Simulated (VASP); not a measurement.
Runs of VASP 6.6.1 on TiC (dq5). The structure is that of space group Fm-3m (No. 225), or close to it. The cells are those of the table. 

```csv
task,cell,k mesh,cutoff (eV),smearing,gap on the mesh (eV),pressure (GPa),relaxed volume (Å³/atom)
relaxation of cell and atoms,"relaxed from a = 3.013 Å, angles 60.0°, 2 atoms",14 × 14 × 14,600,fermi-dirac 0.15 eV,none,0.0,(a)
relaxation of cell and atoms,"relaxed from a = 3.063 Å, angles 60.0°, 2 atoms",8 × 8 × 8,600,gaussian 0.1 eV,none,-0.2,9.70
single point,"a = 3.013 Å, angles 60.0°, 2 atoms",14 × 14 × 14,520,fermi-dirac 0.15 eV,none,0.7,-
single point,"a = 3.013 Å, angles 60.0°, 2 atoms",14 × 14 × 14,520,gaussian 0.1 eV,none,0.7,-
```

Alike in all rows: level LDA; potentials or basis VASP PAW LDA potentials, release 64 (Ti_sv, C); no spin polarisation.

Q: Estimate the missing entries.

A: (a) 9.69.

A gap of «none» marks levels without a gap at the run's occupations.
